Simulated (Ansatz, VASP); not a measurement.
One calculation of Te, two programs

Contents of INCAR:

```
  PREC = Accurate
  ENCUT = 520
  EDIFF = 1E-6
  ISMEAR = -1
  SIGMA = 0.08
  LREAL = F
  LASPH = T
  NELM = 100
  ALGO = Normal
  ISIF = 2
  LWAVE = F
  LCHARG = F
  GGA = CA
  NBANDS = 16
```

The input KPOINTS:

```
regular mesh
0
Gamma
  9 9 6
```

POSCAR

```
Te
1.0
    4.4579994587      0.0000000000      0.0000000000
   -2.2289997294      3.8607407813      0.0000000000
    0.0000000000      0.0000000000      6.1027500000
Te
3
Direct
    0.7450000000      0.0000000000      0.3333333333
    0.0000000000      0.7450000000      0.6666666667
    0.2550000000      0.2550000000      0.0000000000
```

Input for Ansatz:

```yaml
crystal:
  lattice:
    - [4.4579994587, 0.0, 0.0]
    - [-2.2289997294, 3.8607407813, 0.0]
    - [0.0, 0.0, 6.10275]
  atoms:
    - { symbol: Te, position: [0.745, 0.0, 0.3333333333] }
    - { symbol: Te, position: [0.0, 0.745, 0.6666666667] }
    - { symbol: Te, position: [0.255, 0.255, 0.0] }
kpoints:
  mp_grid: { grid: [9, 9, 6] }
  band_path:
    path:
      - [0.0, 0.0, 0.0]
      - [0.5, 0.0, 0.0]
      - [0.3333333333, 0.3333333333, 0.0]
      - [0.0, 0.0, 0.0]
      - [0.0, 0.0, 0.5]
      - [0.5, 0.0, 0.5]
      - [0.3333333333, 0.3333333333, 0.5]
      - [0.0, 0.0, 0.5]
      - [0.5, 0.0, 0.5]
    npoints: 5
scf:
  occupations: { method: fermi_dirac, width: 0.08 }
hamiltonian:
  xc: lda
  pseudopotentials: { kind: all_electron, lapw: { basis_error: 0.0005 } }
output:
  forces: true
  stress: true
  eigenvalues: true
```

Change from the starting cell: zz strain of +3 %.

Alike in both runs: task single point; functional LDA; k mesh 9 × 9 × 6; occupations fermi-dirac, width 0.08 eV; no spin polarisation.

|  | VASP | Ansatz |
| --- | --- | --- |
| version | VASP 6.6.1 | Ansatz 0.2.0 |
| potentials or method | VASP PAW LDA potentials, release 64 (Te), cutoff 520 eV | all-electron LAPW, scalar-relativistic |

|  | VASP | Ansatz | Ansatz less VASP |
| --- | --- | --- | --- |
| pressure (GPa) | -2.1 | -2.2 | -0.10 |
| traceless stress, the component that is largest in VASP (GPa) | -0.68 | -0.76 | -0.079 |
| rms of the force components (eV/Å) | 0.160 | 0.141 | -0.0192 |

LDA's correlation is that of Perdew and Zunger in VASP and of Perdew and Wang (1992) in Ansatz. Atom by atom the forces differ by 0.019 eV/Å (rms over components). Ansatz ran all-electron here, and VASP with PAW potentials.

Spin-orbit coupling is off throughout.
